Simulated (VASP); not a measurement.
Here is a VASP 6.6.1 calculation.

The input INCAR:

```
PREC = Accurate
ENCUT = 520
EDIFF = 1E-7
ISMEAR = 0
SIGMA = 0.1
LREAL = Auto
LASPH = T
NELM = 60
ALGO = Normal
ISIF = 2
LWAVE = F
LCHARG = F
GGA = PE
ISYM = 0
NBANDS = 87
```

KPOINTS

```
Automatic mesh
0
Gamma
  2 2 2
  0.5 0.5 0.5
```

Contents of POSCAR:

```
Y4S3N2
1.0
    6.2617442647     -1.8077935892      0.3839916874
   -0.1020518258     -7.5755032601      0.0729342852
   -0.8008784998     -1.8248909967     -8.0411569442
Y S N
8 6 4
Direct
    0.9278426979      0.9345545817      0.3142065795
    0.8764410662      0.4277987324      0.3017698020
    0.1625740230      0.0671316008      0.6560949662
    0.1481582729      0.5363908870      0.6469756518
    0.6736579757      0.8898585805      0.8897257306
    0.6621314084      0.3343798364      0.9136558254
    0.3175504907      0.1605914887      0.1485602594
    0.3066697612      0.6118404511      0.1576250476
    0.0166770342      0.0011246962     -0.0032620772
   -0.0008833013      0.4994566511     -0.0081719774
    0.5875604559      0.8065123997      0.2135448642
    0.4085782425      0.6976075736      0.8062953717
    0.8594956480      0.8776889856      0.6208736552
    0.8321873239      0.3777140037      0.6195777782
    0.5633304747      0.3324314974      0.1710947171
    0.4293271041      0.1763642241      0.8267043332
    0.1198824706      0.1367521645      0.3696475256
    0.1128343247      0.6208216389      0.3701670589
```

Potentials or basis: VASP PAW PBE potentials, release 64 (Y_sv, S, N).

Run with:

```bash
$ cat potpaw_PBE.64/Y_sv/POTCAR potpaw_PBE.64/S/POTCAR potpaw_PBE.64/N/POTCAR > POTCAR
$ mpirun -np 1 vasp_std > vasp.out
```

Q: Estimate the band gap on the k mesh.

A: 2.23 eV.

Q: Estimate the largest force.

A: 0.016 eV/Å.

Q: What does it give for the pressure?

A: 0.0 GPa.

Stress tensor (GPa, compression positive):
```
-0.07  0.02  0.08
 0.02 -0.09 -0.01
 0.08 -0.01  0.01
```

Caveat: a shifted mesh leaves out Γ, where band edges can lie. A k mesh can miss the band edges.
